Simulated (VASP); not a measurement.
KBr: single point with BLYP+D3(BJ)

The system is KBr.

```
Br K
1.0
     0.00000    3.24656    3.24656
     3.24656    0.00000    3.24656
     3.24656    3.24656    0.00000
Br K
1 1
Direct
  0.50000 0.50000 0.50000
  0.00000 0.00000 0.00000
```

- Program: VASP 6.6.1
- Task: single point
- Functional: BLYP
- Dispersion: D3(BJ)
- Potentials or basis: VASP PAW PBE potentials, release 64 (Br, K_sv)
- Cutoff: 520 eV
- k mesh: 7 × 7 × 7
- Occupations: fermi-dirac, width 0.05 eV
- Spin: no spin polarisation
- Dipole correction: no
- Further INCAR settings: ALGO = Normal; EDIFF = 1e-07; NBANDS = 15

| Item | Value |
| --- | --- |
| Pressure | 0.1 GPa |
| Band gap on the k mesh | 4.59 eV |
| Dispersion energy per atom | -0.510 eV |

Levels at points of the mesh, in eV from the valence-band top:
```tsv
k point	band 4	band 5	band 6	band 7	band 8	band 9	band 10	band 11	band 12	band 13
(0.00, 0.00, 0.00)	-11.25	-11.25	0.00	0.00	0.00	4.59	7.54	7.54	7.54	8.38
```

Run time: 32 s on 1 thread of Intel(R) Xeon(R) Platinum 8259CL CPU @ 2.50GHz (Skylake/Cascade Lake), on a shared host, peak memory 0.21 GiB.

Caveat: the PAW data sets were made with another functional, which shifts forces and pressure a little.
